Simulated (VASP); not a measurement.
Here is a VASP 6.6.1 calculation.

File INCAR:

```
  ALGO = Normal
  EDIFF = 1E-6
  ENCUT = 520
  GGA = PE
  ISIF = 2
  ISMEAR = -1
  LASPH = T
  LCHARG = F
  LREAL = F
  LWAVE = F
  NBANDS = 21
  NELM = 100
  PREC = Accurate
  SIGMA = 0.1
```

KPOINTS

```
k-points
0
Gamma
  6 6 4
```

The input POSCAR:

```
HfB
1.0
    4.1163211551      0.0000000000      0.0000000000
   -2.0581605776      3.5648386905      0.0000000000
    0.0000000000      0.0000000000      4.7906229283
Hf B
2 2
Direct
    0.3333333333      0.6666666667     -0.0624976165
    0.6666666667      0.3333333333      0.4375023835
    0.3333333333      0.6666666667      0.4374976165
    0.6666666667      0.3333333333      0.9374976165
```

Potentials or basis: VASP PAW PBE potentials, release 64 (Hf_pv, B).

Run with:

```bash
$ cat potpaw_PBE.64/Hf_pv/POTCAR potpaw_PBE.64/B/POTCAR > POTCAR
$ mpirun -np 1 vasp_std > vasp.out
```

Estimate the band gap on the k mesh.

zero (band 13 reaches 3.01 eV, above the bottom of band 14 at 1.29 eV).

Estimate the pressure.

-2.0 GPa.

Stress tensor (GPa, compression positive):
```
-1.94  0.00  0.00
 0.00 -1.94  0.00
 0.00  0.00 -2.15
```

Caveat: spin-orbit coupling is left out, which moves the levels of the heavy elements.
